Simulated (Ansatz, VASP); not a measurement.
## Two plane-wave programs on Bi

File INCAR:

```
SYSTEM = Bi
PREC = Accurate ; ENCUT = 520
EDIFF = 1E-6 ; ISMEAR = 0
SIGMA = 0.15 ; LREAL = .False.
LASPH = .True. ; NELM = 60
ALGO = Fast ; ISIF = 2
LWAVE = .False. ; LCHARG = .True.
GGA = PE ; LELF = .True.
LVHAR = .True. ; NBANDS = 22
```

File KPOINTS:

```
regular mesh
0
Gamma
  12 12 12
  0 0 0
```

File POSCAR:

```
Bi
1.0
    2.4485146788      1.4136506089      3.4074539057
   -2.4485146788      1.4136506089      3.4074539057
    0.0000000000     -2.8273012178      3.4074539058
Bi
2
Direct
    0.2338900000      0.2338900000      0.2338900000
    0.7661100000      0.7661100000      0.7661100000
```

Input for Ansatz:

```yaml
crystal:
  lattice:
    - [2.4485146788, 1.4136506089, 3.4074539057]
    - [-2.4485146788, 1.4136506089, 3.4074539057]
    - [0.0, -2.8273012178, 3.4074539058]
  atoms:
    - { symbol: Bi, position: [0.23389, 0.23389, 0.23389] }
    - { symbol: Bi, position: [0.76611, 0.76611, 0.76611] }
basis:
  ecutwfc: 420
kpoints:
  mp_grid: { grid: [12, 12, 12] }
hamiltonian:
  xc: pbe
scf:
  occupations: { method: gaussian, width: 0.15 }
output:
  forces: true
  stress: true
  eigenvalues: true
```

Alike in both runs: task single point; functional PBE; k mesh 12 × 12 × 12; occupations gaussian, width 0.15 eV; no spin polarisation.

```csv
,VASP,Ansatz
version,VASP 6.6.1,Ansatz 0.2.0
potentials or method,"VASP PAW PBE potentials, release 64 (Bi_d), cutoff 520 eV","scalar-relativistic, plane waves, PAW"
valence electrons in the cell,30,30
```

```csv
,VASP,Ansatz,Ansatz less VASP
gap on the k mesh at the Fermi level (eV),none,none,-
pressure (GPa),0.2,0.3,+0.11
"traceless stress, the component that is largest in VASP (GPa)",1.89,1.93,+0.038
rms of the force components (eV/Å),0.205,0.201,-0.0037
```

Atom by atom the forces differ by 0.004 eV/Å (rms over components). A gap of «none» marks a metal or a gap that the smearing closes. With one functional, cell and mesh, what is left measures potentials, basis and numerics.

Neither program's run includes spin-orbit coupling.
